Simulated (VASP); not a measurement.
# Al2O3 (P-3m1) in VASP: notebook

Aim: see how the results for Al2O3 move with the level of theory and the settings. Levels: PBEsol, LDA, r2SCAN, BLYP+D4, PBE. Tasks: single point, relaxation of cell and atoms.

All numbers are computed with VASP 6.6.1; they aren't measurements. Logs are shortened: lines on timing, memory, paths and dates and some standing lists are left out, and cuts for length are marked.

## 1. The cell of the first run

Symmetry: P-3m1, No. 164, trigonal system. The conventional cell has a = 2.988 Å, b = 2.988 Å, c = 7.972 Å, α = 90.00°, β = 90.00°, γ = 120.00°. Within 2.2 Å of Al (site symmetry 3m) lie 4 O at 1.67 to 1.82 Å. Within 2.2 Å of O (site symmetry -3m) lie 2 Al at 1.67 Å. O (site symmetry 3m) has 3 Al at 1.82 Å within 2.4 Å.

## 2. Single point, PBEsol

Contents of INCAR:

```
SYSTEM = Al2O3
ALGO = Normal
EDIFF = 1E-6
ENCUT = 520
GGA = PS
ISIF = 2
ISMEAR = -1
LASPH = .True.
LCHARG = .False.
LREAL = .False.
LWAVE = .False.
NBANDS = 20
NELM = 100
PREC = Accurate
SIGMA = 0.05
```

Contents of KPOINTS:

```
k-points
0
Gamma
  10 10 4
  0 0 0
```

Contents of POSCAR:

```
Al2O3
1.0
    2.9884966618      0.0000000000      0.0000000000
   -1.4942483309      2.5881140283      0.0000000000
    0.0000000000      0.0000000000      7.9722162958
Al O
2 3
Direct
    0.0000000000      0.0000000000      0.7096281339
    0.0000000000      0.0000000000      0.2903718661
    0.0000000000      0.0000000000      0.5000000000
    0.6666666667      0.3333333333      0.7841668416
    0.3333333333      0.6666666667      0.2158331584
```

Potentials or basis: VASP PAW PBE potentials, release 64 (Al, O).

Run with:

```
$ cat potpaw_PBE.64/Al/POTCAR potpaw_PBE.64/O/POTCAR > POTCAR
$ mpirun -np 1 vasp_std > vasp.out
```

OUTCAR:

```text
SYSTEM = Al2O3
   EDIFF = 1E-6
   ENCUT = 520
   GGA = PS
   ISIF = 2
   ISMEAR = -1
   LASPH = .True.
   LREAL = .False.
   NELM = 100
   PREC = Accurate

 ion  position               nearest neighbor table
   1  0.000  0.000  0.710-   3 1.67   4 1.82   4 1.82   4 1.82   2 3.34
   2  0.000  0.000  0.290-   3 1.67   5 1.82   5 1.82   5 1.82   1 3.34
   3  0.000  0.000  0.500-   1 1.67   2 1.67
   4  0.667  0.333  0.784-   1 1.82   1 1.82   1 1.82
   5  0.333  0.667  0.216-   2 1.82   2 1.82   2 1.82

  LATTYP: Found a hexagonal cell.
 ALAT       =     2.9884966618
 C/A-ratio  =     2.6676343319

  Lattice vectors:

 A1 = (   2.9884966618,   0.0000000000,   0.0000000000)
 A2 = (  -1.4942483309,   2.5881140283,   0.0000000000)
 A3 = (   0.0000000000,   0.0000000000,   7.9722162958)

Analysis of symmetry for initial positions (statically):
=====================================================================
 Subroutine PRICEL returns:
 Original cell was already a primitive cell.

 Routine SETGRP: Setting up the symmetry group for a
 hexagonal supercell.

 Subroutine GETGRP returns: Found 12 space group operations
 (whereof 12 operations were pure point group operations)
 out of a pool of 24 trial point group operations.

The static configuration has the point symmetry D_3d.

Analysis of symmetry for dynamics (positions and initial velocities):
=====================================================================
 Subroutine PRICEL returns:
 Original cell was already a primitive cell.

 Routine SETGRP: Setting up the symmetry group for a
 hexagonal supercell.

 Subroutine GETGRP returns: Found 12 space group operations
 (whereof 12 operations were pure point group operations)
 out of a pool of 24 trial point group operations.

The dynamic configuration has the point symmetry D_3d.

 Subroutine INISYM returns: Found 12 space group operations
 (whereof 12 operations are pure point group operations),
 and found     1 'primitive' translations

----------------------------------------------------------------------------------------

                                     Primitive cell

  volume of cell :      61.6617

  direct lattice vectors                    reciprocal lattice vectors
     2.988496662  0.000000000  0.000000000     0.334616402  0.193190870  0.000000000
    -1.494248331  2.588114028  0.000000000     0.000000000  0.386381739  0.000000000
     0.000000000  0.000000000  7.972216296     0.000000000  0.000000000  0.125435633

  length of vectors
     2.988496662  2.988496662  7.972216296     0.386381739  0.386381739  0.125435633

  position of ions in fractional coordinates (direct lattice)
     0.000000000  0.000000000  0.709628134
     0.000000000  0.000000000  0.290371866
     0.000000000  0.000000000  0.500000000
     0.666666667  0.333333333  0.784166842
     0.333333333  0.666666667  0.215833158

  ion indices of the primitive-cell ions
   primitive index   ion index
                 1           1
                 2           2
                 3           3
                 4           4
                 5           5

----------------------------------------------------------------------------------------

 KPOINTS: k-points

Automatic generation of k-mesh.
 Grid dimensions read from file:
 generate k-points for:   10   10    4

 Generating k-lattice:

  Cartesian coordinates                     Fractional coordinates (reciprocal lattice)
     0.033461640  0.019319087  0.000000000     0.100000000  0.000000000  0.000000000
     0.000000000  0.038638174  0.000000000     0.000000000  0.100000000  0.000000000
     0.000000000  0.000000000  0.031358908     0.000000000  0.000000000  0.250000000

  Length of vectors
     0.038638174  0.038638174  0.031358908

  Shift w.r.t. Gamma in fractional coordinates (k-lattice)
     0.000000000  0.000000000  0.000000000

 Subroutine IBZKPT returns following result:
 ===========================================

 Found     50 irreducible k-points:

 Following reciprocal coordinates:
            Coordinates               Weight
  0.000000  0.000000  0.000000      1.000000
  0.100000 -0.000000  0.000000      6.000000
  0.200000 -0.000000  0.000000      6.000000
  0.300000 -0.000000  0.000000      6.000000
  0.400000 -0.000000  0.000000      6.000000
  0.500000  0.000000  0.000000      3.000000
[... 16 lines left out ...]
  0.000000  0.400000  0.250000      6.000000
  0.500000  0.000000  0.250000      6.000000
 [... further k-points ...]
   k-points           NKPTS =     50   k-points in BZ     NKDIM =     50   number of bands    NBANDS=     20
   number of dos      NEDOS =    301   number of ions     NIONS =      5
   total plane-waves  NPLWV =  34560
   dimension x,y,z NGX =    24 NGY =   24 NGZ =   60
   dimension x,y,z NGXF=    48 NGYF=   48 NGZF=  120
   ions per type =               2   3
   NGX,Y,Z   is equivalent  to a cutoff of  13.35, 13.35, 12.51 a.u.
   NGXF,Y,Z  is equivalent  to a cutoff of  26.70, 26.70, 25.02 a.u.
 SYSTEM =  Al2O3
   PREC   = accura    normal or accurate (medium, high low for compatibility)
   ISTART =      0    job   : 0-new  1-cont  2-samecut
   ICHARG =      2    charge: 1-file 2-atom 10-const
   ISPIN  =      1    spin polarized calculation?
   LNONCOLLINEAR =      F non collinear calculations
   LSORBIT =      F    spin-orbit coupling
   LASPH  =      T    aspherical Exc in radial PAW
   ENCUT  =  520.0 eV  38.22 Ry    6.18 a.u.   5.56  5.56 14.82*2*pi/ulx,y,z
   NELM   =    100;   NELMIN=  2; NELMDL= -5     # of ELM steps
   EDIFF  = 0.1E-05   stopping-criterion for ELM
   LREAL  =      F    real-space projection
   EDIFFG = 0.1E-04   stopping-criterion for IOM
   NSW    =      0    number of steps for IOM
   IBRION =     -1    ionic relax: 0-MD 1-quasi-New 2-CG
   NFREE  =      0    steps in history (QN), initial steepest desc. (CG)
   ISIF   =      2    stress and relaxation
   ISYM   =      2    0-nonsym 1-usesym 2-fastsym
   POTIM  = 0.5000    time-step for ionic-motion
   TEBEG  =    0.0;   TEEND  =   0.0 temperature during run
   PSTRESS=    0.0 pullay stress
   NELECT =      24.0000    total number of electrons
   NUPDOWN=      -1.0000    fix difference up-down
   EMIN   =  10.00;   EMAX   =-10.00  energy-range for DOS
   EFERMI =   0.00;   METHOD = LEGACY
   ISMEAR =    -1;   SIGMA  =   0.05  broadening in eV -4-tet -1-fermi 0-gaus
   EFERMI_NEDOS =   21; number of points for ismear=-14 and -15
   IALGO  =     38    algorithm
   IMIX   =      4    mixing-type and parameters
     AMIX     =   0.40;   BMIX     =  1.00
     AMIX_MAG =   1.60;   BMIX_MAG =  1.00
  volume/ion in A,a.u.               =      12.33        83.22
  Fermi-wavevector in a.u.,A,eV,Ry     =   1.195291  2.258772 19.438910  1.428720
  Thomas-Fermi vector in A             =   2.331260
   LORBIT       =      0    0 simple, 1 ext, 2 COOP (PROOUT), +10 PAW based schemes
   GGA     = PS    functional components
   LHFCALC =     F    Hartree Fock is set to
   AEXX    =    0.0000 exact exchange contribution
   IVDW    =     0    specifies the selected vdW correction
   LEPSILON=     F    determine dielectric tensor
   LRPA    =     F    only Hartree local field effects (RPA)
 non-spin polarized calculation
  energy-cutoff  :      520.00
  volume of cell :       61.66
 maximum number of plane-waves:      1698
 NGX is ok and might be reduce to    24
   NGX = 11   NGY = 11   NGZ = 29

 number of electron      24.0000005 magnetization

 Free energy of the ion-electron system (eV)
  ---------------------------------------------------
  ext. energy  EPLUGINS =         0.00000000
  ---------------------------------------------------
  free energy    TOTEN  =       -37.74792709 eV

  energy without entropy =      -37.74792709  energy(sigma->0) =      -37.74792709

 E-fermi :   4.5453     XC(G=0):  -9.6369

 val. band max:        3.4376541371   @ k =   0.0000   0.0000   0.0000
 cond. band min:       5.8326064119   @ k =   0.0000   0.0000   0.0000
 fundamental gap:      2.3949522748
 Fermi energy:         4.5453370326

 k-point     1 :       0.0000    0.0000    0.0000
  band No.  band energies     occupation
      1     -16.2327      2.00000
      2     -16.0850      2.00000
      3     -13.4347      2.00000
      4      -2.5895      2.00000
      5      -1.0062      2.00000
      6      -0.3349      2.00000
[... 12 lines left out ...]
     19      15.6059      0.00000
     20      16.0449      0.00000

 k-point     2 :       0.1000   -0.0000    0.0000
  band No.  band energies     occupation
      1     -16.1514      2.00000
      2     -16.0112      2.00000
      3     -13.3907      2.00000
      4      -2.5392      2.00000
      5      -0.9719      2.00000
      6      -0.7431      2.00000
[... 12 lines left out ...]
     19      15.6321      0.00000
     20      15.8497      0.00000

 k-point     3 :       0.2000   -0.0000    0.0000
  band No.  band energies     occupation
      1     -15.9286      2.00000
      2     -15.8111      2.00000
      3     -13.2745      2.00000
      4      -2.5798      2.00000
      5      -1.7248      2.00000
      6      -1.3177      2.00000
[... 12 lines left out ...]
     19      15.4621      0.00000
     20      16.3860      0.00000

 k-point     4 :       0.3000   -0.0000    0.0000
  band No.  band energies     occupation
      1     -15.6297      2.00000
      2     -15.5478      2.00000
      3     -13.1297      2.00000
      4      -3.1489      2.00000
      5      -2.7118      2.00000
      6      -1.3061      2.00000
[... 429 lines left out ...]
 k-point    23 :       0.0000    0.4000    0.2500
  band No.  band energies     occupation
      1     -15.3533      2.00000
      2     -15.3308      2.00000
      3     -13.0134      2.00000
      4      -3.7923      2.00000
      5      -3.4010      2.00000
      6      -1.1352      2.00000
[... 12 lines left out ...]
     19      14.7300      0.00000
     20      16.6228      0.00000

 k-point    24 :       0.5000    0.0000    0.2500
  band No.  band energies     occupation
      1     -15.2480      2.00000
      2     -15.2361      2.00000
      3     -12.9703      2.00000
      4      -4.0328      2.00000
      5      -3.6653      2.00000
      6      -1.0338      2.00000
[... 12 lines left out ...]
     19      14.5378      0.00000
     20      16.7181      0.00000

 [... further k-points ...]

------------------------ aborting loop because EDIFF is reached ----------------------------------------

  FORCE on cell =-STRESS in cart. coord.  units (eV):
  Direction    XX          YY          ZZ          XY          YZ          ZX
  --------------------------------------------------------------------------------------
  -------------------------------------------------------------------------------------
  Total        0.0394528      0.0394528      0.2542244      0.0000000      0.0000000     -0.0000000
  in kB        1.0251176      1.0251176      6.6056033      0.0000000      0.0000000     -0.0000000
  external PRESSURE =       2.8852795 kB  Pullay stress =       0.0000000 kB

 VOLUME and BASIS-vectors are now :
 -----------------------------------------------------------------------------
  energy-cutoff  :      520.00
  volume of cell :       61.66
      direct lattice vectors                 reciprocal lattice vectors
     2.988496662  0.000000000  0.000000000     0.334616402  0.193190870  0.000000000
    -1.494248331  2.588114028  0.000000000     0.000000000  0.386381739  0.000000000
     0.000000000  0.000000000  7.972216296     0.000000000  0.000000000  0.125435633

 POSITION                                       TOTAL-FORCE (eV/Angst)
 -----------------------------------------------------------------------------------
      0.00000      0.00000      5.65731         0.000000      0.000000      0.090733
      0.00000      0.00000      2.31491        -0.000000      0.000000     -0.090733
      0.00000      0.00000      3.98611        -0.000000      0.000000      0.000000
      1.49425      0.86270      6.25155        -0.000000      0.000000      0.001371
     -0.00000      1.72541      1.72067         0.000000      0.000000     -0.001371
 -----------------------------------------------------------------------------------
    total drift:                                0.000000      0.000000      0.000000

  FREE ENERGIE OF THE ION-ELECTRON SYSTEM (eV)
  ---------------------------------------------------
  free  energy   TOTEN  =       -37.7479270916 eV

  energy  without entropy=      -37.7479270916  energy(sigma->0) =      -37.74792709
```

It took 27 s on 1 thread of Intel Xeon Platinum 8559C (Emerald Rapids), shared host; peak memory 0.2 GiB.

What came out:

```
Free energy            : -37.7479 eV
Pressure               : 0.3 GPa
Largest force          : 0.091 eV/Å
Band gap on the k mesh : 2.39 eV, direct
```

Forces in eV/Å, atoms in the order of the input:
```
Al   0.000  0.000  0.091
Al   0.000  0.000 -0.091
O    0.000  0.000  0.000
O    0.000  0.000  0.001
O    0.000  0.000 -0.001
```

Stress tensor (GPa, compression positive):
```
0.10 0.00 0.00
0.00 0.10 0.00
0.00 0.00 0.66
```

Caveat: the PAW data sets were made with another functional, which shifts forces and pressure a little. A k mesh can miss the band edges.

(Continued in part 2 of 3.)
